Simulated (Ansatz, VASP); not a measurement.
## Te: VASP beside Ansatz

```
CELL_PARAMETERS angstrom
3.32530 0.00000 0.00000
0.00000 3.32530 0.00000
0.00000 0.00000 3.32530
ATOMIC_POSITIONS crystal
Te 0.00000 0.00000 0.00000
```

Alike in both runs: task single point; functional PBE; k mesh 11 × 11 × 11; occupations fermi-dirac, width 0.1 eV; no spin polarisation.

|  | VASP | Ansatz |
| --- | --- | --- |
| version | VASP 6.6.1 | Ansatz 0.2.0 |
| potentials or method | VASP PAW PBE potentials, release 64 (Te), cutoff 520 eV | plane waves (420 eV) with PAW, scalar-relativistic |
| valence electrons in the cell | 6 | 16 |

VASP gave:

* pressure (GPa): -4.4

Question: Which values does Ansatz return?

Answer: Pressure (GPa): -4.3.

With one functional, cell and mesh, what is left measures potentials, basis and numerics. VASP's potentials hold 6 valence electrons a cell and Ansatz's 16, so a difference there can come from the potentials and not from the codes.

Neither program's run includes spin-orbit coupling.
